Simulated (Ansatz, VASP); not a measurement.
# InGaO in VASP and in Ansatz

```
In Ga O
1.0
     4.01133    0.00000    0.00000
    -2.00566    3.47391    0.00000
     0.00000    0.00000    4.46180
In Ga O
1 1 1
Cartesian
  2.0057 1.1580 2.2309
  0.0000 0.0000 0.0000
  0.0000 2.3159 2.2309
```

Change from the starting cell: species swapped into the SrAlGe type (P-6m2, No. 187).

Alike in both runs: task relaxation of cell and atoms; functional PBE; k mesh 6 × 6 × 4; occupations gaussian, width 0.1 eV; no spin polarisation.

|  | VASP | Ansatz |
| --- | --- | --- |
| version | VASP 6.6.1 | Ansatz 0.2.0 |
| potentials or method | VASP PAW PBE potentials, release 64 (In_d, Ga_d, O), cutoff 600 eV | scalar-relativistic, plane waves, PAW |
| valence electrons in the cell | 32 | 32 |

|  | VASP | Ansatz | Ansatz less VASP |
| --- | --- | --- | --- |
| gap on the k mesh at the Fermi level, each at its own relaxed structure (eV) | none | none | - |
| relaxed volume (Å³/atom) | 20.51 | 20.63 | +0.118 |
| relaxed length of the cell vector where the two differ most in proportion (Å) | 5.083 | 5.156 | +0.0734 |

A gap of «none» marks a metal or a gap that the smearing closes.
